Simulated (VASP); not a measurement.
PbS: single point with PBE+D3(BJ)

PbS:

```
Pb S
1.0
     3.60174    0.00000    0.00000
     0.00000    3.60174    0.00000
     0.00000    0.00000    3.60174
Pb S
1 1
Direct
  0.00000 0.00000 0.00000
  0.50000 0.50000 0.50000
```

* Program: VASP 6.6.1
* Task: single point
* Functional: PBE
* Dispersion: D3(BJ)
* Potentials or basis: VASP PAW PBE potentials, release 64 (Pb_d, S)
* Cutoff: 520 eV
* k mesh: 16 × 16 × 16
* Occupations: gaussian, width 0.15 eV
* Spin: no spin polarisation

```
Pressure                   : -0.2 GPa
Band gap on the k mesh     : zero (bands 10 and 11 overlap by 0.60 eV)
Dispersion energy per atom : -0.390 eV
```

Levels at points of the mesh, in eV from the Fermi level:
```
           k point  band 8  band 9  band 10  band 11  band 12  band 13
(0.00, 0.00, 0.00)   -1.67   -1.67    -1.67     5.47     5.47     6.89
(0.50, 0.00, 0.00)   -0.49   -0.49     0.02     0.42     4.06     4.06
(0.50, 0.50, 0.00)   -4.65   -4.65    -0.29     4.39     4.39     6.24
(0.50, 0.50, 0.50)   -2.50   -2.50    -2.50    -0.54    -0.54    -0.54
```

Wall time 98 s on 1 thread of Intel Xeon 8259CL (shared host), peak memory 0.27 GiB.

Caveat: semilocal functionals underestimate gaps, and a narrow one can read as zero; spin-orbit coupling is left out, which moves the levels of the heavy elements.
